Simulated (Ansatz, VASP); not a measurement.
# One calculation of Ti3Se, two programs

```
Se Ti
1.0
     3.19745    0.00000    0.00000
    -1.59872    2.76907    0.00000
     0.00000    0.00000    7.94275
Se Ti
1 3
Direct
  0.00000 0.00000 0.00000
  0.66667 0.33333 0.50000
  0.33333 0.66667 0.77290
  0.33333 0.66667 0.22710
```

Alike in both runs: functional PBEsol; k mesh 10 × 10 × 4; occupations fermi-dirac, width 0.05 eV; no spin polarisation; Hubbard terms Ti d U = 5.0 eV.

```csv
,VASP,Ansatz
version,VASP 6.6.1,Ansatz 0.2.0
potentials or method,"VASP PAW PBE potentials, release 64 (Se, Ti_sv)",Ansatz PAW
plane-wave cutoff (eV),520,420
valence electrons in the cell,42,52
task,single point,band structure
```

Ansatz gave:

- gap on the k mesh at the Fermi level (eV): none
- pressure (GPa): 2.8
- traceless stress, the component that is largest in VASP (GPa): 2.55
- rms of the force components (eV/Å): 0.077

Task: Which values does VASP return?

Result: gap on the k mesh at the Fermi level (eV): none; pressure (GPa): 3.8; traceless stress, the component that is largest in VASP (GPa): 2.27; rms of the force components (eV/Å): 0.064.

VASP's potentials were made for PBE, not for PBEsol. The programs project onto different local orbitals, so the same U acts differently, and such runs can settle in different states. Atom by atom the forces differ by 0.013 eV/Å (rms over components). A gap of «none» marks a metal or a gap that the smearing closes. VASP's potentials hold 42 valence electrons a cell and Ansatz's 52, so a difference there can come from the potentials and not from the codes.
